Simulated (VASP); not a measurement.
Here is a VASP 6.6.1 calculation.

The input INCAR:

```
  PREC = Accurate
  ENCUT = 500
  EDIFF = 1E-6
  ISMEAR = 0
  SIGMA = 0.02
  LREAL = F
  LASPH = T
  NELM = 120
  ALGO = Normal
  ISIF = 2
  LWAVE = F
  LCHARG = F
  GGA = RE
  NBANDS = 16
  GGA_COMPAT = F
```

File KPOINTS:

```
Automatic mesh
0
Gamma
  10 10 10
```

File POSCAR:

```
ZnS
1.0
    0.0000000000      2.7215639855      2.7215639855
    2.7215639855      0.0000000000      2.7215639855
    2.7215639855      2.7215639855      0.0000000000
Zn S
1 1
Direct
    0.0000000000      0.0000000000      0.0000000000
    0.7500000000      0.7500000000      0.7500000000
```

Potentials or basis: VASP PAW PBE potentials, release 64 (Zn, S).

Launch:

```console
$ cat potpaw_PBE.64/Zn/POTCAR potpaw_PBE.64/S/POTCAR > POTCAR
$ mpirun -np 1 vasp_std > vasp.out
```

(1) Estimate the pressure.

(2) What does it give for the band gap on the k mesh?

## Answers

(1) 2.0 GPa.

(2) 2.14 eV.

Caveat: the PAW data sets were made with another functional, which shifts forces and pressure a little.
